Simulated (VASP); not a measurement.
Write the native input for VASP 6.6.1 that does the following.

| Property | Result |
| --- | --- |
| Task | single point |
| Functional | PBEsol |
| Dispersion | D4 |
| Potentials or basis | VASP PAW PBE potentials, release 64 (Cs_sv, I, Sn_d) |
| Cutoff | 500 eV |
| k mesh | 5 × 5 × 5 |
| Occupations | fermi-dirac, width 0.05 eV |
| Spin | no spin polarisation |
| Dipole correction | no |
| Further INCAR settings | ALGO = Normal; EDIFF = 1e-06; NBANDS = 30 |

The structure of CsSnI3 lies in POSCAR:

```
CsSnI3
1.0
    6.0972315795      0.0000000000      0.0000000000
    0.0000000000      6.0972315795      0.0000000000
    0.0000000000      0.0000000000      6.0972315795
Cs I Sn
1 3 1
Direct
    0.0000000000      0.0000000000      0.0000000000
    0.5000000000      0.5000000000      0.0000000000
    0.5000000000      0.0000000000      0.5000000000
    0.0000000000      0.5000000000      0.5000000000
    0.5000000000      0.5000000000      0.5000000000
```

One way to write it, as run:

INCAR

```
SYSTEM = CsSnI3
PREC = Accurate ; ENCUT = 500
EDIFF = 1E-6 ; ISMEAR = -1
SIGMA = 0.05 ; LREAL = .FALSE.
LASPH = .TRUE. ; NELM = 120
ALGO = Normal ; ISIF = 2
LWAVE = .FALSE. ; LCHARG = .FALSE.
GGA = PS ; IVDW = 13
NBANDS = 30 ; GGA_COMPAT = .FALSE.
```

KPOINTS

```
regular mesh
0
G
  5 5 5
  0 0 0
```

Potentials or basis: VASP PAW PBE potentials, release 64 (Cs_sv, I, Sn_d).

Launch:

```console
$ cat potpaw_PBE.64/Cs_sv/POTCAR potpaw_PBE.64/I/POTCAR potpaw_PBE.64/Sn_d/POTCAR > POTCAR
$ mpirun -np 1 vasp_std > vasp.out
```

Results of the run:

```
Pressure                   : 0.0 GPa
Band gap on the k mesh     : 1.68 eV, direct
Dispersion energy per atom : -0.156 eV
```

Caveat: the PAW data sets were made with another functional, which shifts forces and pressure a little; spin-orbit coupling is left out, which moves the levels of the heavy elements.

Wall time 46 s on 1 thread of Intel(R) Xeon(R) Platinum 8488C (Sapphire Rapids), with other jobs on the host, peak memory 0.35 GiB.
